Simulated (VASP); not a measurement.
Wanted: the native input for a VASP 6.6.1 run.

```
Task                   : single point
Functional             : BLYP
Potentials or basis    : VASP PAW PBE potentials, release 64 (Fe, O)
Cutoff                 : 520 eV
k mesh                 : 10 × 10 × 10
Occupations            : fermi-dirac, width 0.15 eV
Spin                   : collinear spin, ferromagnetic start
Starting moments       : [4.5, 0.0] μB
Dipole correction      : no
Further INCAR settings : ALGO = Normal; EDIFF = 1e-07; NBANDS = 18
```

The structure of FeO lies in POSCAR:

```
FeO
1.0
    1.5188210000      0.8768920000      2.5195770000
   -1.5188210000      0.8768920000      2.5195770000
    0.0000000000     -1.7537830000      2.5195770000
Fe O
1 1
Direct
    0.0000000000      0.0000000000      0.0000000000
    0.5000000000      0.5000000000      0.5000000000
```

One way to write it, as run:

INCAR

```
SYSTEM = FeO
  PREC = Accurate
  ENCUT = 520
  EDIFF = 1E-7
  ISMEAR = -1
  SIGMA = 0.15
  LREAL = .FALSE.
  LASPH = .TRUE.
  NELM = 150
  ALGO = Normal
  ISIF = 2
  LWAVE = .FALSE.
  LCHARG = .TRUE.
  ISPIN = 2
  MAGMOM = 4.5 0
  LORBIT = 11
  LMAXMIX = 4
  GGA = B5
  ALDAX = 1.0
  AGGAX = 1.0
  AGGAC = 1.0
  ALDAC = 0.0
  LELF = .TRUE.
  LVHAR = .TRUE.
  NBANDS = 18
```

KPOINTS

```
regular mesh
0
G
  10 10 10
  0 0 0
```

Potentials or basis: VASP PAW PBE potentials, release 64 (Fe, O).

Launch:

```console
$ cat potpaw_PBE.64/Fe/POTCAR potpaw_PBE.64/O/POTCAR > POTCAR
$ mpirun -np 1 vasp_std > vasp.out
```

Results of the run:

```
Pressure                                              : 6.3 GPa
Net moment                                            : 3.96 μB per cell
Site moments                                          : Fe +3.57; O +0.31 μB
Valence electrons inside the program's atomic spheres : Fe 6.75; O 5.01
```

Caveat: the cell stands under pressure; the PAW data sets were made with another functional, which shifts forces and pressure a little; a cell with one magnetic atom can't hold antiferromagnetic order, which such compounds often take.

It took 2.4 min on 1 thread of Intel Xeon 8259CL (shared host), peak memory 0.2 GiB.
